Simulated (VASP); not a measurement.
Set up this calculation in VASP 6.6.1, as the native input.

- Task: single point
- Functional: PBE
- Potentials or basis: VASP PAW PBE potentials, release 64 (Sr_sv, Te)
- Cutoff: 500 eV
- k mesh: 4 × 4 × 4
- Occupations: gaussian, width 0.01 eV
- Spin: non-collinear spin, zero start, spin-orbit coupling
- Starting moments: [[0.0, 0.0, 0.0], [0.0, 0.0, 0.0]] μB
- Dipole correction: no
- Further INCAR settings: ALGO = Normal; EDIFF = 1e-06; NBANDS = 28

The structure of SrTe lies in POSCAR:

```
SrTe
1.0
    0.0000000000      3.3527582020      3.3527582020
    3.3527582020      0.0000000000      3.3527582020
    3.3527582020      3.3527582020      0.0000000000
Sr Te
1 1
Direct
    0.0000000000      0.0000000000      0.0000000000
    0.5000000000      0.5000000000      0.5000000000
```

The input as run:

INCAR

```
SYSTEM = SrTe
PREC     = Accurate       ! precision mode
ENCUT    = 500            ! plane-wave cutoff, eV
EDIFF    = 1E-6           ! SCF threshold, eV
ISMEAR   = 0              ! smearing method
SIGMA    = 0.01           ! smearing width, eV
LREAL    = .False.        ! projectors in reciprocal space
LASPH    = .True.         ! aspherical terms in the spheres
NELM     = 200            ! most SCF steps
ALGO     = Normal         ! electronic algorithm
ISIF     = 2              ! what is computed and relaxed
LWAVE    = .False.        ! write WAVECAR
LCHARG   = .True.         ! write CHGCAR
LNONCOLLINEAR= .True.         ! non-collinear magnetism
MAGMOM   = 0 0 0 0 0 0    ! initial moments
LORBIT   = 11             ! projections on sites
LSORBIT  = .True.         ! spin-orbit coupling
GGA_COMPAT= .False.      
LORBMOM  = .True.       
GGA      = PE             ! functional
LVHAR    = .True.       
NBANDS   = 28             ! bands
```

KPOINTS

```
Automatic mesh
0
Gamma
  4 4 4
  0 0 0
```

Potentials or basis: VASP PAW PBE potentials, release 64 (Sr_sv, Te).

Run with:

```console
$ cat potpaw_PBE.64/Sr_sv/POTCAR potpaw_PBE.64/Te/POTCAR > POTCAR
$ mpirun -np 1 vasp_ncl > vasp.out
```

Results of the run:

The pressure is 0.4 GPa. The net moment is 0.00 μB per cell. The valence electrons inside the program's atomic spheres are Sr 7.98; Te 3.49.

Caveat: the k points lie up to 0.41 Å⁻¹ apart.

Wall time 42 s on 1 thread of Intel Xeon 8259CL, on a shared host, peak memory 0.38 GiB.
